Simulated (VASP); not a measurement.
# PbO2 (Fm-3m) in VASP: further runs

The runs below take PbO2 through single point, with PBE, PBEsol.

Everything below comes from runs of VASP 6.6.1. Logs are shortened: lines on timing, memory, paths and dates and some standing lists are left out, and cuts for length are marked.

## (1) The cell of the first run

It takes space group Fm-3m (No. 225, cubic). The conventional cell has a = 5.404 Å, b = 5.404 Å, c = 5.404 Å, α = 90.00°, β = 90.00°, γ = 90.00°. Within 3.1 Å of Pb (site symmetry m-3m) lie 8 O at 2.34 Å. Within 3.1 Å of O (site symmetry -43m) lie 4 Pb at 2.34 Å and 6 O at 2.70 Å.

## (2) Single point, PBE

The input, INCAR:

```
ALGO = Normal ; EDIFF = 1E-6
ENCUT = 520 ; GGA = PE
ISIF = 2 ; ISMEAR = 0
ISYM = 0 ; LASPH = True
LCHARG = False ; LREAL = False
LWAVE = False ; NBANDS = 20
NELM = 60 ; PREC = Accurate
SIGMA = 0.1
```

The input, KPOINTS:

```
k-points
0
Gamma
  7 4 1
```

The input, POSCAR:

```
PbO2
1.0
    0.0000000000      2.7019920000      2.7019920000
    2.7019920000      0.0000000000      2.7019920000
    2.7019920000      2.7019920000      0.0000000000
Pb O
1 2
Direct
    0.0000000000      0.0000000000      0.0000000000
    0.2500000000      0.2500000000      0.2500000000
    0.7500000000      0.7500000000      0.7500000000
```

Potentials or basis: VASP PAW PBE potentials, release 64 (Pb_d, O).

On the command line:

```
> cat potpaw_PBE.64/Pb_d/POTCAR potpaw_PBE.64/O/POTCAR > POTCAR
> mpirun -np 1 vasp_std > vasp.out
```

OUTCAR:

```text
EDIFF = 1E-6
   ENCUT = 520
   GGA = PE
   ISIF = 2
   ISMEAR = 0
   ISYM = 0
   LASPH = True
   LREAL = False
   NELM = 60
   PREC = Accurate

 ion  position               nearest neighbor table
   1  0.000  0.000  0.000-   3 2.34   3 2.34   3 2.34   2 2.34   2 2.34   2 2.34   3 2.34   2 2.34

   2  0.250  0.250  0.250-   1 2.34   1 2.34   1 2.34   1 2.34
   3  0.750  0.750  0.750-   1 2.34   1 2.34   1 2.34   1 2.34

IMPORTANT INFORMATION: All symmetrisations will be switched off!
NOSYMM: (Re-)initialisation of all symmetry stuff for point group C_1.

----------------------------------------------------------------------------------------

                                     Primitive cell

  volume of cell :      39.4532

  direct lattice vectors                    reciprocal lattice vectors
     0.000000000  2.701992000  2.701992000    -0.185048660  0.185048660  0.185048660
     2.701992000  0.000000000  2.701992000     0.185048660 -0.185048660  0.185048660
     2.701992000  2.701992000  0.000000000     0.185048660  0.185048660 -0.185048660

  length of vectors
     3.821193732  3.821193732  3.821193732     0.320513682  0.320513682  0.320513682

  position of ions in fractional coordinates (direct lattice)
     0.000000000  0.000000000  0.000000000
     0.250000000  0.250000000  0.250000000
     0.750000000  0.750000000  0.750000000

  ion indices of the primitive-cell ions
   primitive index   ion index
                 1           1
                 2           2
                 3           3

----------------------------------------------------------------------------------------

 KPOINTS: k-points

Automatic generation of k-mesh.
 Grid dimensions read from file:
 generate k-points for:    7    4    1

 Generating k-lattice:

  Cartesian coordinates                     Fractional coordinates (reciprocal lattice)
    -0.026435523  0.026435523  0.026435523     0.142857143  0.000000000  0.000000000
     0.046262165 -0.046262165  0.046262165     0.000000000  0.250000000  0.000000000
     0.185048660  0.185048660 -0.185048660     0.000000000  0.000000000  1.000000000

  Length of vectors
     0.045787669  0.080128420  0.320513682

  Shift w.r.t. Gamma in fractional coordinates (k-lattice)
     0.000000000  0.000000000  0.000000000

 -----------------------------------------------------------------------------
[... 59 lines left out ...]
   ENCUT  =  520.0 eV  38.22 Ry    6.18 a.u.   7.10  7.10  7.10*2*pi/ulx,y,z
   NELM   =     60;   NELMIN=  2; NELMDL= -5     # of ELM steps
   EDIFF  = 0.1E-05   stopping-criterion for ELM
   LREAL  =      F    real-space projection
   EDIFFG = 0.1E-04   stopping-criterion for IOM
   NSW    =      0    number of steps for IOM
   IBRION =     -1    ionic relax: 0-MD 1-quasi-New 2-CG
   NFREE  =      0    steps in history (QN), initial steepest desc. (CG)
   ISIF   =      2    stress and relaxation
   ISYM   =      0    0-nonsym 1-usesym 2-fastsym
   POTIM  = 0.5000    time-step for ionic-motion
   TEBEG  =    0.0;   TEEND  =   0.0 temperature during run
   PSTRESS=    0.0 pullay stress
   NELECT =      26.0000    total number of electrons
   NUPDOWN=      -1.0000    fix difference up-down
   EMIN   =  10.00;   EMAX   =-10.00  energy-range for DOS
   EFERMI =   0.00;   METHOD = LEGACY
   ISMEAR =     0;   SIGMA  =   0.10  broadening in eV -4-tet -1-fermi 0-gaus
   EFERMI_NEDOS =   21; number of points for ismear=-14 and -15
   IALGO  =     38    algorithm
   IMIX   =      4    mixing-type and parameters
     AMIX     =   0.40;   BMIX     =  1.00
     AMIX_MAG =   1.60;   BMIX_MAG =  1.00
  volume/ion in A,a.u.               =      13.15        88.75
  Fermi-wavevector in a.u.,A,eV,Ry     =   1.424640  2.692180 27.614384  2.029600
  Thomas-Fermi vector in A             =   2.545110
   LORBIT       =      0    0 simple, 1 ext, 2 COOP (PROOUT), +10 PAW based schemes
   GGA     = PE    functional components
   LHFCALC =     F    Hartree Fock is set to
   AEXX    =    0.0000 exact exchange contribution
   IVDW    =     0    specifies the selected vdW correction
   LEPSILON=     F    determine dielectric tensor
   LRPA    =     F    only Hartree local field effects (RPA)
 non-spin polarized calculation
 Gauss-broadening in eV      SIGMA  =   0.10
  energy-cutoff  :      520.00
  volume of cell :       39.45
 maximum number of plane-waves:      1071
   NGX = 15   NGY = 15   NGZ = 15

 number of electron      25.9999989 magnetization

 Free energy of the ion-electron system (eV)
  ---------------------------------------------------
  ext. energy  EPLUGINS =         0.00000000
  ---------------------------------------------------
  free energy    TOTEN  =       -14.62098597 eV

  energy without entropy =      -14.61618934  energy(sigma->0) =      -14.61858766

 E-fermi :   5.6472     XC(G=0): -11.1227

 val. band max:        5.3950804141   @ k =   0.4286   0.5000   0.0000
 cond. band min:       5.6532948984   @ k =   0.4286   0.5000   0.0000
 fundamental gap:      0.2582144843
 Fermi energy:         5.6471748199

 k-point     1 :       0.0000    0.0000    0.0000
  band No.  band energies     occupation
      1     -12.8346      2.00000
      2     -10.0177      2.00000
      3     -10.0006      2.00000
      4      -9.9962      2.00000
      5      -9.9743      2.00000
      6      -9.7620      2.00000
[... 334 lines left out ...]
     19      21.9019      0.00000
     20      22.5683      0.00000

------------------------ aborting loop because EDIFF is reached ----------------------------------------

  FORCE on cell =-STRESS in cart. coord.  units (eV):
  Direction    XX          YY          ZZ          XY          YZ          ZX
  --------------------------------------------------------------------------------------
  -------------------------------------------------------------------------------------
  Total        1.3299663      1.3299595      2.6995738      5.0729223      0.0195776     -0.0195373
  in kB       54.0093601     54.0090847    109.6285360    206.0092021      0.7950388     -0.7933996
  external PRESSURE =      72.5489936 kB  Pullay stress =       0.0000000 kB

 VOLUME and BASIS-vectors are now :
 -----------------------------------------------------------------------------
  energy-cutoff  :      520.00
  volume of cell :       39.45
      direct lattice vectors                 reciprocal lattice vectors
     0.000000000  2.701992000  2.701992000    -0.185048660  0.185048660  0.185048660
     2.701992000  0.000000000  2.701992000     0.185048660 -0.185048660  0.185048660
     2.701992000  2.701992000  0.000000000     0.185048660  0.185048660 -0.185048660

 POSITION                                       TOTAL-FORCE (eV/Angst)
 -----------------------------------------------------------------------------------
      0.00000      0.00000      0.00000        -0.000001     -0.000007      0.000007
      1.35100      1.35100      1.35100         0.025344     -0.025333      0.688498
      4.05299      4.05299      4.05299        -0.025344      0.025339     -0.688505
 -----------------------------------------------------------------------------------
    total drift:                                0.000004     -0.000019      0.000013

  FREE ENERGIE OF THE ION-ELECTRON SYSTEM (eV)
  ---------------------------------------------------
  free  energy   TOTEN  =       -14.6209859740 eV

  energy  without entropy=      -14.6161893396  energy(sigma->0) =      -14.61858766
```

OSZICAR:

```text
N       E                     dE             d eps       ncg     rms          rms(c)
DAV:   1     0.267785356689E+03    0.26779E+03   -0.13593E+04   608   0.160E+03
DAV:   2     0.845807573298E+01   -0.25933E+03   -0.24644E+03   628   0.422E+02
DAV:   3    -0.166435557812E+02   -0.25102E+02   -0.24608E+02   712   0.136E+02
DAV:   4    -0.174032182404E+02   -0.75966E+00   -0.75842E+00   680   0.236E+01
DAV:   5    -0.174249808810E+02   -0.21763E-01   -0.21760E-01   780   0.430E+00    0.980E+00
DAV:   6    -0.146584597777E+02    0.27665E+01   -0.11921E+01   904   0.411E+01    0.328E+00
DAV:   7    -0.146323216691E+02    0.26138E-01   -0.58471E-01   672   0.820E+00    0.186E+00
DAV:   8    -0.146275763441E+02    0.47453E-02   -0.15817E-01   648   0.391E+00    0.682E-01
DAV:   9    -0.146199317787E+02    0.76446E-02   -0.25175E-02   868   0.192E+00    0.128E-01
DAV:  10    -0.146208481713E+02   -0.91639E-03   -0.38321E-03   628   0.416E-01    0.882E-02
DAV:  11    -0.146210006207E+02   -0.15245E-03   -0.60056E-04   640   0.169E-01    0.592E-02
DAV:  12    -0.146209816252E+02    0.18995E-04   -0.12309E-04   684   0.800E-02    0.191E-02
DAV:  13    -0.146209849551E+02   -0.33299E-05   -0.16795E-05   640   0.289E-02    0.724E-03
DAV:  14    -0.146209860514E+02   -0.10963E-05   -0.29197E-06   568   0.104E-02    0.249E-03
DAV:  15    -0.146209859740E+02    0.77372E-07   -0.72234E-07   528   0.722E-03
   1 F= -.14620986E+02 E0= -.14618588E+02  d E =-.479663E-02
```

It took 10 s on 1 thread of Intel Xeon Platinum 8375C at 2.90GHz (Ice Lake), shared host; peak memory 0.16 GiB.

The run converged, but its numbers aren't listed here, since they failed a check.

Caveat: the k points lie up to 2.01 Å⁻¹ apart; spin-orbit coupling is left out, which moves the levels of the heavy elements.

## (3) Single point, PBE

The input, INCAR:

```
PREC     = Accurate       # precision mode
ENCUT    = 520            # plane-wave cutoff, eV
EDIFF    = 1E-7           # SCF threshold, eV
ISMEAR   = 0              # smearing method
SIGMA    = 0.1            # smearing width, eV
LREAL    = F              # projectors in reciprocal space
LASPH    = T              # aspherical terms in the spheres
NELM     = 80             # most SCF steps
ALGO     = Normal         # electronic algorithm
ISIF     = 2              # what is computed and relaxed
LWAVE    = F              # write WAVECAR
LCHARG   = F              # write CHGCAR
GGA      = PE             # functional
NBANDS   = 20             # bands
```

The input, KPOINTS:

```
Automatic mesh
0
Gamma
  6 6 6
```

POSCAR is that of step 2.

Potentials or basis: VASP PAW PBE potentials, release 64 (Pb_d, O).

On the command line:

```
> cat potpaw_PBE.64/Pb_d/POTCAR potpaw_PBE.64/O/POTCAR > POTCAR
> mpirun -np 1 vasp_std > vasp.out
```

Run time: 10 s. Hardware: 1 thread of Intel Xeon Platinum 8375C at 2.90GHz (Ice Lake), shared host; peak memory 0.16 GiB.

The run converged. Its results:

```
Free energy            : -15.6097 eV
Pressure               : 0.2 GPa
Band gap on the k mesh : zero (band 13 reaches 5.63 eV, above the bottom of band 14 at 4.44 eV)
```

Levels at points of the mesh, in eV from the Fermi level:
```tsv
k point	band 11	band 12	band 13	band 14	band 15	band 16
(0.00, 0.00, 0.00)	-2.05	-1.29	-1.29	-1.29	6.90	6.90
(0.50, 0.00, 0.00)	-2.84	-1.49	-1.49	2.48	7.05	9.40
(0.50, 0.50, 0.00)	-0.32	-0.22	-0.22	1.58	6.10	9.36
```

Caveat: spin-orbit coupling is left out, which moves the levels of the heavy elements.

## (4) Single point, PBEsol

The input, INCAR:

```
PREC = Accurate ; ENCUT = 520
EDIFF = 1E-6 ; ISMEAR = 0
SIGMA = 0.1 ; LREAL = F
LASPH = T ; NELM = 60
ALGO = Normal ; ISIF = 2
LWAVE = F ; LCHARG = F
GGA = PS ; NBANDS = 20
```

The input, KPOINTS:

```
regular mesh
0
Gamma
  6 6 6
```

POSCAR is that of step 3.

Potentials or basis: VASP PAW PBE potentials, release 64 (Pb_d, O).

On the command line:

```
> cat potpaw_PBE.64/Pb_d/POTCAR potpaw_PBE.64/O/POTCAR > POTCAR
> mpirun -np 1 vasp_std > vasp.out
```

OUTCAR:

```text
PREC = Accurate
   ENCUT = 520
   EDIFF = 1E-6
   ISMEAR = 0
   LREAL = F
   LASPH = T
   NELM = 60
   ISIF = 2
   GGA = PS

 ion  position               nearest neighbor table
   1  0.000  0.000  0.000-   3 2.34   3 2.34   3 2.34   2 2.34   2 2.34   2 2.34   3 2.34   2 2.34

   2  0.250  0.250  0.250-   1 2.34   1 2.34   1 2.34   1 2.34
   3  0.750  0.750  0.750-   1 2.34   1 2.34   1 2.34   1 2.34

  LATTYP: Found a face centered cubic cell.
 ALAT       =     5.4039840000
[... 550 lines left out ...]

  FORCE on cell =-STRESS in cart. coord.  units (eV):
  Direction    XX          YY          ZZ          XY          YZ          ZX
  --------------------------------------------------------------------------------------
  -------------------------------------------------------------------------------------
  Total       -1.4439306     -1.4439306     -1.4439306      0.0000000      0.0000000      0.0000000
  in kB      -58.6374033    -58.6374033    -58.6374033      0.0000000      0.0000000      0.0000000
  external PRESSURE =     -58.6374033 kB  Pullay stress =       0.0000000 kB

 VOLUME and BASIS-vectors are now :
 -----------------------------------------------------------------------------
  energy-cutoff  :      520.00
  volume of cell :       39.45
      direct lattice vectors                 reciprocal lattice vectors
     0.000000000  2.701992000  2.701992000    -0.185048660  0.185048660  0.185048660
     2.701992000  0.000000000  2.701992000     0.185048660 -0.185048660  0.185048660
     2.701992000  2.701992000  0.000000000     0.185048660  0.185048660 -0.185048660

 POSITION                                       TOTAL-FORCE (eV/Angst)
 -----------------------------------------------------------------------------------
      0.00000      0.00000      0.00000        -0.000000      0.000000     -0.000000
      1.35100      1.35100      1.35100         0.000000     -0.000000      0.000000
      4.05299      4.05299      4.05299        -0.000000      0.000000      0.000000
 -----------------------------------------------------------------------------------
    total drift:                                0.000000     -0.000000      0.000000

  FREE ENERGIE OF THE ION-ELECTRON SYSTEM (eV)
  ---------------------------------------------------
  free  energy   TOTEN  =       -16.7664496226 eV

  energy  without entropy=      -16.7651587989  energy(sigma->0) =      -16.76580421
```

stdout:

```text
POSCAR found type information on POSCAR PbO
 POSCAR found :  2 types and       3 ions
 scaLAPACK will be used
 -----------------------------------------------------------------------------
|                                                                             |
|                                                                             |
|     You enforced a specific xc type in the INCAR file but a different       |
|     I HOPE YOU KNOW WHAT YOU ARE DOING!                                     |
|                                                                             |
 -----------------------------------------------------------------------------

 LDA part: xc-table for (Slater+PW92), standard interpolation
 POSCAR, INCAR and KPOINTS ok, starting setup
 FFT: planning ... GRIDC
 FFT: planning ... GRID_SOFT
 FFT: planning ... GRID
 WAVECAR not read
 entering main loop
```

It took 9.6 s on 1 thread of Intel Xeon Platinum 8375C at 2.90GHz (Ice Lake), shared host; peak memory 0.16 GiB.

Results:

```
Free energy            : -16.7664 eV
Pressure               : -5.9 GPa
Band gap on the k mesh : zero (band 13 reaches 5.49 eV, above the bottom of band 14 at 4.28 eV)
```

Levels at points of the mesh, in eV from the Fermi level:
```
           k point  band 10  band 11  band 12  band 13  band 14  band 15  band 16  band 17
(0.00, 0.00, 0.00)    -2.08    -2.08    -1.31    -1.31    -1.31     6.74     6.74     6.74
(0.50, 0.00, 0.00)    -2.89    -2.89    -1.51    -1.51     2.46     6.90     9.29     9.29
(0.50, 0.50, 0.00)    -4.62    -0.33    -0.22    -0.22     1.51     5.97     9.13    10.61
```

Caveat: the PAW data sets were made with another functional, which shifts forces and pressure a little; spin-orbit coupling is left out, which moves the levels of the heavy elements.

## (5) Single point, PBE

The input, INCAR:

```
PREC = Accurate
ENCUT = 520
EDIFF = 1E-7
ISMEAR = 1
SIGMA = 0.041
LREAL = F
LASPH = T
NELM = 60
ALGO = Normal
ISIF = 2
LWAVE = F
LCHARG = F
GGA = PE
NBANDS = 20
```

The input, KPOINTS:

```
Automatic mesh
0
Gamma
  2 2 2
```

POSCAR is that of step 4.

On the command line:

```
> cat potpaw_PBE.64/Pb_d/POTCAR potpaw_PBE.64/O/POTCAR > POTCAR
> mpirun -np 1 vasp_std > vasp.out
```

Wall time 3.5 s (1 thread of Intel Xeon 6975P-C (Granite Rapids), shared host); peak memory 0.15 GiB.

Results (log left out):

- Free energy: -15.5462 eV
- Pressure: 3.5 GPa
- Band gap on the k mesh: zero (band 13 reaches 5.48 eV, above the bottom of band 14 at 4.42 eV)

Levels at points of the mesh, in eV from the Fermi level:
```
           k point  band 10  band 11  band 12  band 13  band 14  band 15  band 16  band 17
(0.00, 0.00, 0.00)    -1.84    -1.84    -1.08    -1.08    -1.08     7.15     7.15     7.15
(0.50, 0.00, 0.00)    -2.63    -2.63    -1.28    -1.28     2.71     7.28     9.66     9.66
(0.50, 0.50, 0.00)    -4.33    -0.12    -0.02    -0.02     1.82     6.35     9.59    10.96
```

Caveat: the k points lie up to 1.01 Å⁻¹ apart; spin-orbit coupling is left out, which moves the levels of the heavy elements.

## (6) The runs side by side

```csv
level,k mesh,smearing,gap on the mesh (eV),pressure (GPa)
PBE,6 × 6 × 6,gaussian 0.1 eV,none,0.2
PBEsol,6 × 6 × 6,gaussian 0.1 eV,none,-5.9
PBE,2 × 2 × 2,methfessel-paxton 0.041 eV,none,3.5
```

Alike in all rows: task single point; potentials or basis VASP PAW PBE potentials, release 64 (Pb_d, O); no spin polarisation; cell as given; cutoff (eV) 520.

Caveats: some runs use coarse meshes; spin-orbit coupling is left out, which moves the levels of the heavy elements; the PAW data sets were made with another functional, which shifts forces and pressure a little (some runs).

Total energies depend on the potentials used, so only differences within one code and one set of settings carry meaning.
